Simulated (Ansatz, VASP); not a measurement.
Pb: VASP beside Ansatz

The input POSCAR:

```
Pb
1.0
   -1.9796595650      1.9796595650      1.9796595650
    1.9796595650     -1.9796595650      1.9796595650
    1.9796595650      1.9796595650     -1.9796595650
Pb
1
Direct
    0.0000000000      0.0000000000      0.0000000000
```

File INCAR.step1:

```
SYSTEM = Pb
PREC = Accurate
ENCUT = 550
ISMEAR = -1
SIGMA = 0.15
LREAL = .False.
LASPH = .True.
NELM = 120
NBANDS = 13
GGA = PE
ALGO = Normal
EDIFF = 1E-5
LWAVE = .True.
LCHARG = .False.
GGA_COMPAT = .False.
```

File INCAR.step2:

```
SYSTEM = Pb
PREC = Accurate
ENCUT = 550
EDIFF = 1E-6
ISMEAR = -1
SIGMA = 0.15
LREAL = .False.
LASPH = .True.
NELM = 120
ALGO = Normal
ISIF = 2
LWAVE = .False.
LCHARG = .False.
METAGGA = R2SCAN
LMIXTAU = .True.
LUSE_VDW = .True.
IVDW_NL = 2
BPARAM = 11.95
CPARAM = 0.0093
NBANDS = 13
ISTART = 1
GGA_COMPAT = .False.
```

KPOINTS

```
Automatic mesh
0
Gamma
  9 9 9
  0 0 0
```

Contents of input.yaml:

```yaml
crystal:
  lattice: { a: 3.95931913, b: 3.95931913, c: 3.95931913, alpha: 90.0, beta: 90.0, gamma: 90.0 }
  space_group: 229
  reduce_to_primitive: true
  atoms:
    - { symbol: Pb, wyckoff: "2a", position: [0.0, 0.0, 0.0] }
hamiltonian:
  xc: r2scan
  pseudopotentials: { kind: paw, source: jth }
  dispersion: rvv10
kpoints:
  mp_grid: { grid: [9, 9, 9] }
scf:
  occupations: { method: fermi_dirac, width: 0.15 }
  n_extra_bands: 6
output:
  forces: true
  stress: true
  eigenvalues: true
  dos: { projected: true, de: 0.05, nscf_kmesh: { grid: [14, 14, 14] } }
```

Alike in both runs: functional r2SCAN; dispersion rVV10; k mesh 9 × 9 × 9; occupations fermi-dirac, width 0.15 eV; no spin polarisation.

|  | VASP | Ansatz |
| --- | --- | --- |
| version | VASP 6.6.1 | Ansatz 0.2.0 |
| potentials or method | VASP PAW PBE potentials, release 64 (Pb_d) | JTH PAW |
| plane-wave cutoff (eV) | 550 | 1800 |
| valence electrons in the cell | 14 | 14 |
| task | single point | projected density of states |

|  | VASP | Ansatz | Ansatz less VASP |
| --- | --- | --- | --- |
| gap on the k mesh at the Fermi level (eV) | none | none | - |
| pressure (GPa) | -1.0 | -0.9 | +0.01 |

VASP's potentials were made for PBE, not for r2SCAN. A gap of «none» marks a metal or a gap that the smearing closes.

Spin-orbit coupling is off throughout.
